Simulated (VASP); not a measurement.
# Ti (P6_3/mmc) in VASP: a series of runs, part 2 of 2

VASP 6.6.1. Earlier steps stand in the parts before.

## Step 6: Single point, PBE (biaxial strain in the a-b plane: +2.0 %)

Input file INCAR:

```
SYSTEM = Ti
PREC     = Accurate       ! precision mode
ENCUT    = 520            ! plane-wave cutoff, eV
EDIFF    = 1E-6           ! SCF threshold, eV
ISMEAR   = 0              ! smearing method
SIGMA    = 0.1            ! smearing width, eV
LREAL    = .False.        ! projectors in reciprocal space
LASPH    = .True.         ! aspherical terms in the spheres
NELM     = 60             ! most SCF steps
ALGO     = Fast           ! electronic algorithm
ISIF     = 2              ! what is computed and relaxed
LWAVE    = .False.        ! write WAVECAR
LCHARG   = .False.        ! write CHGCAR
GGA      = PE             ! functional
NBANDS   = 19             ! bands
```

Input file KPOINTS:

```
Automatic mesh
0
Gamma
  24 24 12
  0 0 0
```

Input file POSCAR:

```
Ti
1.0
    2.9972272226      0.0000000000      0.0000000000
   -1.4986136113      2.5956749157      0.0000000000
    0.0000000000      0.0000000000      4.5948264054
Ti
2
Direct
    0.3333333333      0.6666666667      0.2500000000
    0.6666666667      0.3333333333      0.7500000000
```

Potentials or basis: VASP PAW PBE potentials, release 64 (Ti_sv).

Launch:

```bash
> cat potpaw_PBE.64/Ti_sv/POTCAR > POTCAR
> mpirun -np 1 vasp_std > vasp.out
```

Wall time 4.4 min (1 thread of Intel Xeon 6975P-C (Granite Rapids), shared host); peak memory 0.34 GiB.

It converged, with:

```yaml
Free_energy: -15.6595 eV
Pressure: -3.4 GPa
Band_gap_on_the_k_mesh: zero (bands 12 and 13 overlap by 1.09 eV)
```

Stress tensor (GPa, compression positive):
```
-4.48  0.00  0.00
 0.00 -4.48  0.00
 0.00  0.00 -1.20
```

Levels at points of the mesh, in eV from the Fermi level:
```csv
k point,band 9,band 10,band 11,band 12,band 13,band 14,band 15,band 16
"(0.00, 0.00, 0.00)",-6.16,-2.62,0.70,0.70,0.98,1.04,1.23,1.23
"(0.50, 0.00, 0.00)",-2.36,-2.11,-1.75,-0.79,0.31,0.70,1.25,3.09
"(0.00, 0.00, 0.50)",-4.26,-4.26,0.19,0.19,0.56,0.56,0.56,0.56
"(0.50, 0.00, 0.50)",-2.48,-2.48,-0.74,-0.74,1.21,1.21,1.57,1.57
```

Caveat: the cell differs from its parent crystal (biaxial strain in the a-b plane: +2.0 %); the cell stands under tension.

## Step 7: Single point, PBE (biaxial strain in the a-b plane: +3.0 %, then relaxed in part)

Input file INCAR:

```
PREC = Accurate ; ENCUT = 520
EDIFF = 1E-7 ; ISMEAR = 0
SIGMA = 0.1 ; LREAL = F
LASPH = T ; NELM = 80
ALGO = Fast ; ISIF = 2
LWAVE = F ; LCHARG = F
GGA = PE ; NBANDS = 19
```

Input file KPOINTS:

```
Automatic mesh
0
Gamma
  24 24 12
```

Input file POSCAR:

```
Ti
1.0
    3.0266118032      0.0000000000      0.0000000000
   -1.5133059016      2.6211227089      0.0000000000
    0.0000000000      0.0000000000      4.5426068730
Ti
2
Direct
    0.3333333333      0.6666666667      0.2500000000
    0.6666666667      0.3333333333      0.7500000000
```

Potentials or basis: VASP PAW PBE potentials, release 64 (Ti_sv).

Launch:

```bash
> cat potpaw_PBE.64/Ti_sv/POTCAR > POTCAR
> mpirun -np 1 vasp_std > vasp.out
```

OUTCAR:

```text
PREC = Accurate
   ENCUT = 520
   EDIFF = 1E-7
   ISMEAR = 0
   LREAL = F
   LASPH = T
   NELM = 80
   ISIF = 2
   GGA = PE

 ion  position               nearest neighbor table
   1  0.333  0.667  0.250-   2 2.87   2 2.87   2 2.87   2 2.87   2 2.87   2 2.87
   2  0.667  0.333  0.750-   1 2.87   1 2.87   1 2.87   1 2.87   1 2.87   1 2.87

  LATTYP: Found a hexagonal cell.
 ALAT       =     3.0266118032
 C/A-ratio  =     1.5008885078

  Lattice vectors:

 A1 = (   3.0266118032,   0.0000000000,   0.0000000000)
 A2 = (  -1.5133059016,   2.6211227089,   0.0000000000)
 A3 = (   0.0000000000,   0.0000000000,   4.5426068730)

Analysis of symmetry for initial positions (statically):
=====================================================================
 Subroutine PRICEL returns:
 Original cell was already a primitive cell.

 Routine SETGRP: Setting up the symmetry group for a
 hexagonal supercell.

 Subroutine GETGRP returns: Found 24 space group operations
 (whereof 12 operations were pure point group operations)
 out of a pool of 24 trial point group operations.

The static configuration has the point symmetry D_3d.
 The point group associated with its full space group is D_6h.

Analysis of symmetry for dynamics (positions and initial velocities):
=====================================================================
 Subroutine PRICEL returns:
 Original cell was already a primitive cell.

 Routine SETGRP: Setting up the symmetry group for a
 hexagonal supercell.

 Subroutine GETGRP returns: Found 24 space group operations
 (whereof 12 operations were pure point group operations)
 out of a pool of 24 trial point group operations.

The dynamic configuration has the point symmetry D_3d.
 The point group associated with its full space group is D_6h.

 Subroutine INISYM returns: Found 24 space group operations
 (whereof 12 operations are pure point group operations),
 and found     1 'primitive' translations
[... 105 lines left out ...]
   PSTRESS=    0.0 pullay stress
   NELECT =      24.0000    total number of electrons
   NUPDOWN=      -1.0000    fix difference up-down
   EMIN   =  10.00;   EMAX   =-10.00  energy-range for DOS
   EFERMI =   0.00;   METHOD = LEGACY
   ISMEAR =     0;   SIGMA  =   0.10  broadening in eV -4-tet -1-fermi 0-gaus
   EFERMI_NEDOS =   21; number of points for ismear=-14 and -15
   IALGO  =     68    algorithm
   IMIX   =      4    mixing-type and parameters
     AMIX     =   0.40;   BMIX     =  1.00
     AMIX_MAG =   1.60;   BMIX_MAG =  1.00
  volume/ion in A,a.u.               =      18.02       121.60
  Fermi-wavevector in a.u.,A,eV,Ry     =   1.429647  2.701641 27.808821  2.043891
  Thomas-Fermi vector in A             =   2.549578
   LORBIT       =      0    0 simple, 1 ext, 2 COOP (PROOUT), +10 PAW based schemes
   GGA     = PE    functional components
   LHFCALC =     F    Hartree Fock is set to
   AEXX    =    0.0000 exact exchange contribution
   IVDW    =     0    specifies the selected vdW correction
   LEPSILON=     F    determine dielectric tensor
   LRPA    =     F    only Hartree local field effects (RPA)
 non-spin polarized calculation
 RMM-DIIS sequential band-by-band and
 Gauss-broadening in eV      SIGMA  =   0.10
  energy-cutoff  :      520.00
  volume of cell :       36.04
 maximum number of plane-waves:      1001
 NGX is ok and might be reduce to    24
   NGX = 11   NGY = 11   NGZ = 17

 number of electron      24.0000006 magnetization

 Free energy of the ion-electron system (eV)
  ---------------------------------------------------
  ext. energy  EPLUGINS =         0.00000000
  ---------------------------------------------------
  free energy    TOTEN  =       -15.63968161 eV

  energy without entropy =      -15.62951595  energy(sigma->0) =      -15.63459878

 E-fermi :   7.9748     XC(G=0): -11.3230

 val. band max:        7.9736351035   @ k =   0.2500   0.2083   0.4167
 cond. band min:       7.9826482936   @ k =   0.3750   0.1667   0.3333
 fundamental gap:      0.0090131901
 Fermi energy:         7.9747584225

 k-point     1 :       0.0000    0.0000    0.0000
  band No.  band energies     occupation
      1     -48.9872      2.00000
      2     -48.8448      2.00000
      3     -25.5730      2.00000
      4     -24.9936      2.00000
      5     -24.9936      2.00000
      6     -24.8782      2.00000
[... 505 lines left out ...]
      6     -25.1146      2.00000
[... 11 lines left out ...]
     18      11.4532      0.00000
     19      11.9767      0.00000

 [... further k-points ...]
[... 5 lines left out ...]
  --------------------------------------------------------------------------------------
  -------------------------------------------------------------------------------------
  Total       -1.2514121     -1.2514121     -0.0537717      0.0000000      0.0000000      0.0000000
  in kB      -55.6367434    -55.6367434     -2.3906462      0.0000000      0.0000000      0.0000000
  external PRESSURE =     -37.8880443 kB  Pullay stress =       0.0000000 kB

 VOLUME and BASIS-vectors are now :
 -----------------------------------------------------------------------------
  energy-cutoff  :      520.00
  volume of cell :       36.04
      direct lattice vectors                 reciprocal lattice vectors
     3.026611803  0.000000000  0.000000000     0.330402465  0.190757952  0.000000000
    -1.513305902  2.621122709  0.000000000     0.000000000  0.381515904  0.000000000
     0.000000000  0.000000000  4.542606873     0.000000000  0.000000000  0.220137914

 POSITION                                       TOTAL-FORCE (eV/Angst)
 -----------------------------------------------------------------------------------
     -0.00000      1.74742      1.13565        -0.000000      0.000000      0.000000
      1.51331      0.87371      3.40696         0.000000     -0.000000      0.000000
 -----------------------------------------------------------------------------------
    total drift:                               -0.000000      0.000000     -0.000000

  FREE ENERGIE OF THE ION-ELECTRON SYSTEM (eV)
  ---------------------------------------------------
  free  energy   TOTEN  =       -15.6396816107 eV

  energy  without entropy=      -15.6295159454  energy(sigma->0) =      -15.63459878
```

Run time: 6.2 min. Hardware: 1 thread of Intel Xeon 6975P-C (Granite Rapids), shared host; peak memory 0.35 GiB.

What came out:

```yaml
Free_energy: -15.6397 eV
Pressure: -3.8 GPa
Band_gap_on_the_k_mesh: zero (bands 12 and 13 overlap by 1.11 eV)
```

Levels at points of the mesh, in eV from the Fermi level:
```
           k point  band 9  band 10  band 11  band 12  band 13  band 14  band 15  band 16
(0.00, 0.00, 0.00)   -6.14    -2.59     0.66     0.66     1.15     1.16     1.22     1.22
(0.50, 0.00, 0.00)   -2.38    -2.11    -1.71    -0.87     0.21     0.76     1.32     2.98
(0.00, 0.00, 0.50)   -4.20    -4.20     0.27     0.27     0.48     0.48     0.48     0.48
(0.50, 0.00, 0.50)   -2.46    -2.46    -0.70    -0.70     1.18     1.18     1.49     1.49
```

Caveat: the cell differs from its parent crystal (biaxial strain in the a-b plane: +3.0 %, then relaxed in part); the stress differs along the axes, from -6 to -0 GPa.

## Step 8: Summary

| cell | further INCAR settings | gap on the mesh (eV) | pressure (GPa) |
| --- | --- | --- | --- |
| a = 2.938, b = 2.938, c = 4.651 Å, angles 90.0, 90.0, 120.0°, 2 atoms | ALGO = Fast; EDIFF = 1e-06; NBANDS = 19 | none | -0.6 |
| a = 2.968, b = 2.968, c = 4.614 Å, angles 90.0, 90.0, 120.0°, 2 atoms | ALGO = Fast; EDIFF = 1e-06; NBANDS = 19 | none | -1.9 |
| a = 2.968, b = 2.968, c = 4.623 Å, angles 90.0, 90.0, 120.0°, 2 atoms | ALGO = Fast; EDIFF = 1e-06; NBANDS = 19 | none | -2.1 |
| a = 2.997, b = 2.997, c = 4.578 Å, angles 90.0, 90.0, 120.0°, 2 atoms | ALGO = Fast; EDIFF = 1e-07; NBANDS = 19 | none | -2.8 |
| a = 2.997, b = 2.997, c = 4.595 Å, angles 90.0, 90.0, 120.0°, 2 atoms | ALGO = Fast; EDIFF = 1e-06; NBANDS = 19 | none | -3.4 |
| a = 3.027, b = 3.027, c = 4.543 Å, angles 90.0, 90.0, 120.0°, 2 atoms | ALGO = Fast; EDIFF = 1e-07; NBANDS = 19 | none | -3.8 |

Alike in all rows: task single point; level PBE; potentials or basis VASP PAW PBE potentials, release 64 (Ti_sv); no spin polarisation; k mesh 24 × 24 × 12; cutoff (eV) 520; smearing gaussian 0.1 eV.

Caveats: the cell stands under tension (at least some runs); the stress differs along the axes, from -6 to -0 GPa (at least some runs).

Absolute energies hang on the potentials; compare differences alone.
